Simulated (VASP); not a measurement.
Input of a VASP 6.6.1 run:

The input POSCAR:

```
YN
1.0
    0.0000000000      2.4480479762      2.4480479762
    2.4480479762      0.0000000000      2.4480479762
    2.4480479762      2.4480479762      0.0000000000
Y N
1 1
Direct
    0.0000000000      0.0000000000      0.0000000000
    0.5000000000      0.5000000000      0.5000000000
```

Contents of INCAR.step1:

```
PREC     = Accurate       # precision mode
ENCUT    = 520            # plane-wave cutoff, eV
EDIFF    = 1E-5           # SCF threshold, eV
ISMEAR   = 0              # smearing method
SIGMA    = 0.01           # smearing width, eV
LREAL    = F              # projectors in reciprocal space
LASPH    = T              # aspherical terms in the spheres
NELM     = 120            # most SCF steps
ALGO     = Normal         # electronic algorithm
ISIF     = 2              # what is computed and relaxed
LWAVE    = T              # write WAVECAR
LCHARG   = F              # write CHGCAR
NBANDS   = 15             # bands
GGA      = PE             # functional
GGA_COMPAT= F
```

The input INCAR.step2:

```
PREC     = Accurate       # precision mode
ENCUT    = 520            # plane-wave cutoff, eV
EDIFF    = 1E-6           # SCF threshold, eV
ISMEAR   = 0              # smearing method
SIGMA    = 0.01           # smearing width, eV
LREAL    = F              # projectors in reciprocal space
LASPH    = T              # aspherical terms in the spheres
NELM     = 120            # most SCF steps
ALGO     = Normal         # electronic algorithm
ISIF     = 2              # what is computed and relaxed
LWAVE    = F              # write WAVECAR
LCHARG   = F              # write CHGCAR
GGA      = PE             # functional
LHFCALC  = T              # exact exchange
HFSCREEN = 0.2079         # screening, 1/A
PRECFOCK = Normal       
NBANDS   = 15             # bands
ISTART   = 1            
GGA_COMPAT= F
```

The input KPOINTS:

```
regular mesh
0
Gamma
  6 6 6
```

Potentials or basis: VASP PAW PBE potentials, release 64 (Y_sv, N).

Run with:

```bash
$ cat potpaw_PBE.64/Y_sv/POTCAR potpaw_PBE.64/N/POTCAR > POTCAR
$ cp INCAR.step1 INCAR
$ mpirun -np 1 vasp_std > vasp.out
$ cp INCAR.step2 INCAR
$ mpirun -np 1 vasp_std > vasp.out
```

Estimate the pressure.

-1.8 GPa.

Estimate the band gap on the k mesh.

1.09 eV (least direct gap 1.56 eV).

Caveat: the PAW data sets were made with another functional, which shifts forces and pressure a little. A k mesh can miss the band edges.
